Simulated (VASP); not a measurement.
Crystal: Be.

```
Be
1.0
     2.08287    0.00000    0.00000
    -0.00071    2.08505    0.00000
    -1.01243   -1.03204    3.77944
Be
2
Direct
  0.36881 0.62096 0.75064
  0.63119 0.37904 0.24936
```

- Program: VASP 6.6.1
- Task: relaxation of cell and atoms
- Functional: PBE
- Potentials or basis: VASP PAW PBE potentials, release 64 (Be)
- Cutoff: 600 eV
- k mesh: 8 × 8 × 4
- Occupations: gaussian, width 0.1 eV
- Spin: no spin polarisation

At the start: pressure 12.8 GPa; volume 8.21 Å³/atom.

How do energy, volume and symmetry change on relaxing?

Over 52 steps the energy falls by 664.3 meV/atom and the volume is 7.91 Å³/atom (-3.6 %); space group I4_1/amd (No. 141, to 0.1 Å) before, P6_3/mmc (No. 194, to 0.1 Å).

Step by step:
| step | energy change (eV) | largest force (eV/Å) | pressure (GPa) | volume (Å³) |
| --- | --- | --- | --- | --- |
| 1 | 0.0000 | 0.0959 | 12.80 | 16.41 |
| 3 | -0.1383 | 0.2444 | -0.46 | 18.68 |
| 5 | -0.1586 | 0.3662 | -1.06 | 18.78 |
| 7 | -0.3469 | 1.1925 | -4.61 | 18.66 |
| 9 | -0.3641 | 1.2861 | -4.44 | 18.57 |
| 11 | -0.3906 | 1.2643 | -4.70 | 18.54 |
| 13 | -0.3923 | 0.7764 | -1.34 | 18.32 |
| 15 | -0.4161 | 1.1025 | -3.69 | 18.43 |
| 17 | -0.4723 | 0.9175 | -4.05 | 18.30 |
| 19 | -0.6777 | 0.3177 | -3.11 | 17.65 |
| 21 | -0.7257 | 0.4859 | -0.10 | 17.27 |
| 23 | -0.8217 | 0.7071 | 3.66 | 16.97 |
| 25 | -0.8714 | 0.5712 | 2.57 | 17.12 |
| 27 | -0.8876 | 0.4023 | 0.76 | 17.35 |
| 29 | -0.9545 | 0.2386 | -4.41 | 17.59 |
| 31 | -0.9911 | 0.3255 | -4.30 | 17.29 |
| 33 | -0.7684 | 0.9797 | 22.46 | 13.92 |
| 35 | -1.0540 | 0.4299 | 8.35 | 14.92 |
| 37 | -1.1258 | 0.4164 | 3.87 | 15.35 |
| 39 | -1.1724 | 0.4057 | 3.32 | 15.43 |
| 41 | -1.2216 | 0.5040 | -0.78 | 16.00 |
| 43 | -1.2607 | 0.5597 | -4.85 | 16.67 |
| 45 | -1.2859 | 0.4271 | -3.40 | 16.38 |
| 47 | -1.3137 | 0.2741 | -1.59 | 16.08 |
| 49 | -1.3275 | 0.0882 | 0.31 | 15.78 |
| 51 | -1.3282 | 0.0522 | 0.10 | 15.80 |
| 52 | -1.3285 | 0.0244 | -0.06 | 15.82 |

Final structure:
```cif
data_structure
_symmetry_space_group_name_H-M 'P 1'
_symmetry_Int_Tables_number 1
_cell_length_a 2.2478
_cell_length_b 2.2521
_cell_length_c 3.6088
_cell_angle_alpha 90.094
_cell_angle_beta 90.085
_cell_angle_gamma 60.001
_cell_volume 15.82
loop_
_atom_site_label
_atom_site_type_symbol
_atom_site_fract_x
_atom_site_fract_y
_atom_site_fract_z
_atom_site_occupancy
Be1 Be 0.16531 0.66841 0.75020 1
Be2 Be 0.83469 0.33159 0.24980 1
```

Caveat: the k points lie up to 0.44 Å⁻¹ apart in the final cell.
